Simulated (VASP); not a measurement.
# VH2 (Fm-3m) in VASP: single point with LDA

Aim: the single point of VH2 with LDA.

Everything below comes from runs of VASP 6.6.1. Logs are shortened: lines on timing, memory, paths and dates and some standing lists are left out, and cuts for length are marked.

## (1) The cell of the first run

Symmetry: Fm-3m, No. 225, cubic system. The conventional cell has a = 4.271 Å, b = 4.271 Å, c = 4.271 Å, α = 90.00°, β = 90.00°, γ = 90.00°. V (site symmetry m-3m) has 8 H at 1.85 Å within 2.5 Å. H (site symmetry -43m) has 4 V at 1.85 Å and 6 H at 2.14 Å within 2.5 Å.

## (2) Single point, LDA, collinear spin, ferromagnetic start

INCAR reads:

```
SYSTEM = VH2
PREC = Accurate ; ENCUT = 520
EDIFF = 1E-7 ; ISMEAR = -1
SIGMA = 0.1 ; LREAL = .False.
LASPH = .True. ; NELM = 150
ALGO = Normal ; ISIF = 2
LWAVE = .False. ; LCHARG = .False.
ISPIN = 2 ; MAGMOM = 1 0 0
LORBIT = 11 ; LMAXMIX = 4
GGA = CA ; NBANDS = 18
```

KPOINTS reads:

```
regular mesh
0
Gamma
  9 9 9
  0 0 0
```

POSCAR reads:

```
VH2
1.0
    0.0000000000      2.1355000000      2.1355000000
    2.1355000000      0.0000000000      2.1355000000
    2.1355000000      2.1355000000      0.0000000000
V H
1 2
Direct
    0.0000000000      0.0000000000      0.0000000000
    0.2500000000      0.2500000000      0.2500000000
    0.7500000000      0.7500000000      0.7500000000
```

Potentials or basis: VASP PAW LDA potentials, release 64 (V_sv, H).

Command:

```console
$ cat potpaw_LDA.64/V_sv/POTCAR potpaw_LDA.64/H/POTCAR > POTCAR
$ mpirun -np 1 vasp_std > vasp.out
```

OUTCAR:

```text
SYSTEM = VH2
   PREC = Accurate
   ENCUT = 520
   EDIFF = 1E-7
   ISMEAR = -1
   LREAL = .False.
   LASPH = .True.
   NELM = 150
   ISIF = 2
   ISPIN = 2
   LORBIT = 11
   GGA = CA

 ion  position               nearest neighbor table
   1  0.000  0.000  0.000-   3 1.85   3 1.85   3 1.85   2 1.85   2 1.85   2 1.85   3 1.85   2 1.85

   2  0.250  0.250  0.250-   1 1.85   1 1.85   1 1.85   1 1.85
   3  0.750  0.750  0.750-   1 1.85   1 1.85   1 1.85   1 1.85

  LATTYP: Found a face centered cubic cell.
 ALAT       =     4.2710000000

  Lattice vectors:

 A1 = (   0.0000000000,   2.1355000000,   2.1355000000)
 A2 = (   2.1355000000,   0.0000000000,   2.1355000000)
 A3 = (   2.1355000000,   2.1355000000,   0.0000000000)

Analysis of symmetry for initial positions (statically):
=====================================================================
 Subroutine PRICEL returns:
 Original cell was already a primitive cell.

 Routine SETGRP: Setting up the symmetry group for a
 face centered cubic supercell.

 Subroutine GETGRP returns: Found 48 space group operations
 (whereof 48 operations were pure point group operations)
 out of a pool of 48 trial point group operations.

The static configuration has the point symmetry O_h .

Analysis of symmetry for dynamics (positions and initial velocities):
=====================================================================
 Subroutine PRICEL returns:
 Original cell was already a primitive cell.

 Routine SETGRP: Setting up the symmetry group for a
 face centered cubic supercell.

 Subroutine GETGRP returns: Found 48 space group operations
 (whereof 48 operations were pure point group operations)
 out of a pool of 48 trial point group operations.

The dynamic configuration has the point symmetry O_h .

Analysis of structural, dynamic, and magnetic symmetry:
=====================================================================
 Subroutine PRICEL returns:
 Original cell was already a primitive cell.

 Routine SETGRP: Setting up the symmetry group for a
 face centered cubic supercell.

 Subroutine GETGRP returns: Found 48 space group operations
 (whereof 48 operations were pure point group operations)
 out of a pool of 48 trial point group operations.

The overall configuration has the point symmetry O_h .

 Subroutine INISYM returns: Found 48 space group operations
 (whereof 48 operations are pure point group operations),
 and found     1 'primitive' translations

----------------------------------------------------------------------------------------

                                     Primitive cell

  volume of cell :      19.4773

  direct lattice vectors                    reciprocal lattice vectors
     0.000000000  2.135500000  2.135500000    -0.234137204  0.234137204  0.234137204
     2.135500000  0.000000000  2.135500000     0.234137204 -0.234137204  0.234137204
     2.135500000  2.135500000  0.000000000     0.234137204  0.234137204 -0.234137204

  length of vectors
     3.020053062  3.020053062  3.020053062     0.405537534  0.405537534  0.405537534

  position of ions in fractional coordinates (direct lattice)
     0.000000000  0.000000000  0.000000000
     0.250000000  0.250000000  0.250000000
     0.750000000  0.750000000  0.750000000

  ion indices of the primitive-cell ions
   primitive index   ion index
                 1           1
                 2           2
                 3           3

----------------------------------------------------------------------------------------

 KPOINTS: regular mesh

Automatic generation of k-mesh.
 Grid dimensions read from file:
 generate k-points for:    9    9    9

 Generating k-lattice:

  Cartesian coordinates                     Fractional coordinates (reciprocal lattice)
    -0.026015245  0.026015245  0.026015245     0.111111111  0.000000000  0.000000000
     0.026015245 -0.026015245  0.026015245     0.000000000  0.111111111  0.000000000
     0.026015245  0.026015245 -0.026015245     0.000000000  0.000000000  0.111111111

  Length of vectors
     0.045059726  0.045059726  0.045059726

  Shift w.r.t. Gamma in fractional coordinates (k-lattice)
     0.000000000  0.000000000  0.000000000

 Subroutine IBZKPT returns following result:
 ===========================================

 Found     35 irreducible k-points:

 Following reciprocal coordinates:
            Coordinates               Weight
  0.000000  0.000000  0.000000      1.000000
  0.111111  0.000000  0.000000      8.000000
  0.222222  0.000000  0.000000      8.000000
  0.333333  0.000000  0.000000      8.000000
  0.444444  0.000000  0.000000      8.000000
  0.111111  0.111111  0.000000      6.000000
[... 16 lines left out ...]
 -0.333333  0.333333  0.000000     12.000000
  0.444444  0.444444  0.000000      6.000000
 [... further k-points ...]
   k-points           NKPTS =     35   k-points in BZ     NKDIM =     35   number of bands    NBANDS=     18
   number of dos      NEDOS =    301   number of ions     NIONS =      3
   total plane-waves  NPLWV =  13824
   dimension x,y,z NGX =    24 NGY =   24 NGZ =   24
   dimension x,y,z NGXF=    48 NGYF=   48 NGZF=   48
   ions per type =               1   2
   NGX,Y,Z   is equivalent  to a cutoff of  13.21, 13.21, 13.21 a.u.
   NGXF,Y,Z  is equivalent  to a cutoff of  26.42, 26.42, 26.42 a.u.
 SYSTEM =  VH2
   PREC   = accura    normal or accurate (medium, high low for compatibility)
   ISTART =      0    job   : 0-new  1-cont  2-samecut
   ICHARG =      2    charge: 1-file 2-atom 10-const
   ISPIN  =      2    spin polarized calculation?
   LNONCOLLINEAR =      F non collinear calculations
   LSORBIT =      F    spin-orbit coupling
   LASPH  =      T    aspherical Exc in radial PAW
   ENCUT  =  520.0 eV  38.22 Ry    6.18 a.u.   5.62  5.62  5.62*2*pi/ulx,y,z
   NELM   =    150;   NELMIN=  2; NELMDL= -5     # of ELM steps
   EDIFF  = 0.1E-06   stopping-criterion for ELM
   LREAL  =      F    real-space projection
   EDIFFG = 0.1E-05   stopping-criterion for IOM
   NSW    =      0    number of steps for IOM
   IBRION =     -1    ionic relax: 0-MD 1-quasi-New 2-CG
   NFREE  =      0    steps in history (QN), initial steepest desc. (CG)
   ISIF   =      2    stress and relaxation
   ISYM   =      2    0-nonsym 1-usesym 2-fastsym
   POTIM  = 0.5000    time-step for ionic-motion
   TEBEG  =    0.0;   TEEND  =   0.0 temperature during run
   PSTRESS=    0.0 pullay stress
   NELECT =      15.0000    total number of electrons
   NUPDOWN=      -1.0000    fix difference up-down
   EMIN   =  10.00;   EMAX   =-10.00  energy-range for DOS
   EFERMI =   0.00;   METHOD = LEGACY
   ISMEAR =    -1;   SIGMA  =   0.10  broadening in eV -4-tet -1-fermi 0-gaus
   EFERMI_NEDOS =   21; number of points for ismear=-14 and -15
   IALGO  =     38    algorithm
   IMIX   =      4    mixing-type and parameters
     AMIX     =   0.40;   BMIX     =  1.00
     AMIX_MAG =   1.60;   BMIX_MAG =  1.00
  volume/ion in A,a.u.               =       6.49        43.81
  Fermi-wavevector in a.u.,A,eV,Ry     =   1.500591  2.835706 30.637237  2.251773
  Thomas-Fermi vector in A             =   2.612072
   LORBIT       =     11    0 simple, 1 ext, 2 COOP (PROOUT), +10 PAW based schemes
   GGA     = CA    functional components
   LHFCALC =     F    Hartree Fock is set to
   AEXX    =    0.0000 exact exchange contribution
   IVDW    =     0    specifies the selected vdW correction
   LEPSILON=     F    determine dielectric tensor
   LRPA    =     F    only Hartree local field effects (RPA)
 spin polarized calculation
  energy-cutoff  :      520.00
  volume of cell :       19.48
 maximum number of plane-waves:       534
   NGX = 11   NGY = 11   NGZ = 11

 number of electron      15.0000005 magnetization      -0.0002643

 number of electron      15.0000005 magnetization       0.0003208

 Free energy of the ion-electron system (eV)
  ---------------------------------------------------
  ext. energy  EPLUGINS =         0.00000000
  ---------------------------------------------------
  free energy    TOTEN  =       -17.81416308 eV

  energy without entropy =      -17.76068703  energy(sigma->0) =      -17.78742506

 E-fermi :   7.7963     XC(G=0): -12.4199

 val. band max:        7.7542895013   @ k =  -0.3333   0.2222   0.0000
 cond. band min:       7.8437490710   @ k =   0.4444   0.2222   0.0000
 fundamental gap:      0.0894595697
 Fermi energy:         7.7963212206

 spin component 1

 k-point     1 :       0.0000    0.0000    0.0000
  band No.  band energies     occupation
      1     -55.9497      1.00000
      2     -30.0675      1.00000
      3     -30.0675      1.00000
      4     -30.0675      1.00000
      5      -3.3617      1.00000
      6       6.8759      0.99990
[... 10 lines left out ...]
     17      27.1300      0.00000
     18      27.1300      0.00000

 k-point     2 :       0.1111    0.0000    0.0000
  band No.  band energies     occupation
      1     -55.9439      1.00000
      2     -30.1080      1.00000
      3     -30.0726      1.00000
      4     -30.0726      1.00000
      5      -3.0419      1.00000
      6       5.7203      1.00000
[... 10 lines left out ...]
     17      27.3905      0.00000
     18      29.3892      0.00000

 k-point     3 :       0.2222    0.0000    0.0000
  band No.  band energies     occupation
      1     -55.9292      1.00000
      2     -30.2094      1.00000
      3     -30.0856      1.00000
      4     -30.0856      1.00000
      5      -2.1564      1.00000
      6       4.2179      1.00000
[... 412 lines left out ...]
 k-point    23 :      -0.3333    0.3333    0.0000
  band No.  band energies     occupation
      1     -55.8876      1.00000
      2     -30.2966      1.00000
      3     -30.2917      1.00000
      4     -30.1436      1.00000
      5       1.3423      1.00000
      6       2.2117      1.00000
[... 10 lines left out ...]
     17      30.3559      0.00000
     18      35.5920      0.00000

 k-point    24 :       0.4444    0.4444    0.0000
  band No.  band energies     occupation
      1     -55.8855      1.00000
      2     -30.3876      1.00000
      3     -30.1789      1.00000
      4     -30.1789      1.00000
      5       1.7083      1.00000
      6       1.9583      1.00000
[... 10 lines left out ...]
     17      34.5222      0.00000
     18      36.9591      0.00000

 [... further k-points ...]

 spin component 2

 k-point     1 :       0.0000    0.0000    0.0000
  band No.  band energies     occupation
      1     -55.9494      1.00000
      2     -30.0672      1.00000
      3     -30.0672      1.00000
      4     -30.0672      1.00000
      5      -3.3616      1.00000
      6       6.8761      0.99990
[... 10 lines left out ...]
     17      27.1301      0.00000
     18      27.1301      0.00000

 k-point     2 :       0.1111    0.0000    0.0000
  band No.  band energies     occupation
      1     -55.9436      1.00000
      2     -30.1077      1.00000
      3     -30.0724      1.00000
      4     -30.0724      1.00000
      5      -3.0419      1.00000
      6       5.7204      1.00000
[... 10 lines left out ...]
     17      27.3906      0.00000
     18      29.3893      0.00000

 k-point     3 :       0.2222    0.0000    0.0000
  band No.  band energies     occupation
      1     -55.9289      1.00000
      2     -30.2091      1.00000
      3     -30.0854      1.00000
      4     -30.0854      1.00000
      5      -2.1564      1.00000
      6       4.2180      1.00000
[... 412 lines left out ...]
 k-point    23 :      -0.3333    0.3333    0.0000
  band No.  band energies     occupation
      1     -55.8873      1.00000
      2     -30.2963      1.00000
      3     -30.2914      1.00000
      4     -30.1433      1.00000
      5       1.3424      1.00000
      6       2.2118      1.00000
[... 10 lines left out ...]
     17      30.3561      0.00000
     18      35.5921      0.00000

 k-point    24 :       0.4444    0.4444    0.0000
  band No.  band energies     occupation
      1     -55.8853      1.00000
      2     -30.3873      1.00000
      3     -30.1786      1.00000
      4     -30.1786      1.00000
      5       1.7084      1.00000
      6       1.9584      1.00000
[... 10 lines left out ...]
     17      34.5222      0.00000
     18      36.9592      0.00000

 [... further k-points ...]
[... 5 lines left out ...]
  --------------------------------------------------------------------------------------
  -------------------------------------------------------------------------------------
  Total       -1.9014891     -1.9014891     -1.9014891      0.0000000      0.0000000      0.0000000
  in kB     -156.4140267   -156.4140267   -156.4140267      0.0000000      0.0000000      0.0000000
  external PRESSURE =    -156.4140267 kB  Pullay stress =       0.0000000 kB

 VOLUME and BASIS-vectors are now :
 -----------------------------------------------------------------------------
  energy-cutoff  :      520.00
  volume of cell :       19.48
      direct lattice vectors                 reciprocal lattice vectors
     0.000000000  2.135500000  2.135500000    -0.234137204  0.234137204  0.234137204
     2.135500000  0.000000000  2.135500000     0.234137204 -0.234137204  0.234137204
     2.135500000  2.135500000  0.000000000     0.234137204  0.234137204 -0.234137204

 POSITION                                       TOTAL-FORCE (eV/Angst)
 -----------------------------------------------------------------------------------
      0.00000      0.00000      0.00000         0.000000     -0.000000     -0.000000
      1.06775      1.06775      1.06775        -0.000000     -0.000000      0.000000
      3.20325      3.20325      3.20325         0.000000      0.000000      0.000000
 -----------------------------------------------------------------------------------
    total drift:                               -0.000000      0.000000      0.000000

  FREE ENERGIE OF THE ION-ELECTRON SYSTEM (eV)
  ---------------------------------------------------
  free  energy   TOTEN  =       -17.8141630847 eV

  energy  without entropy=      -17.7606870335  energy(sigma->0) =      -17.78742506

 total charge

# of ion       s       p       d       tot
------------------------------------------
    1        2.212   6.215   3.183  11.610
    2        0.556   0.026   0.000   0.583
    3        0.556   0.026   0.000   0.583
--------------------------------------------------
tot          3.325   6.267   3.183  12.775

 magnetization (x)

# of ion       s       p       d       tot
------------------------------------------
    1       -0.000   0.000   0.000   0.000
    2       -0.000   0.000   0.000  -0.000
    3       -0.000   0.000   0.000  -0.000
--------------------------------------------------
tot         -0.000   0.000   0.000   0.000
```

It used 13 s of CPU time on 1 thread of Intel Xeon 6975P-C (shared host).

Results:

```yaml
Free_energy: -17.8142 eV
Pressure: -15.6 GPa
Net_moment: 0.00 μB per cell
Valence_electrons_inside_the_program's_atomic_spheres: V 11.61; H 0.58
```
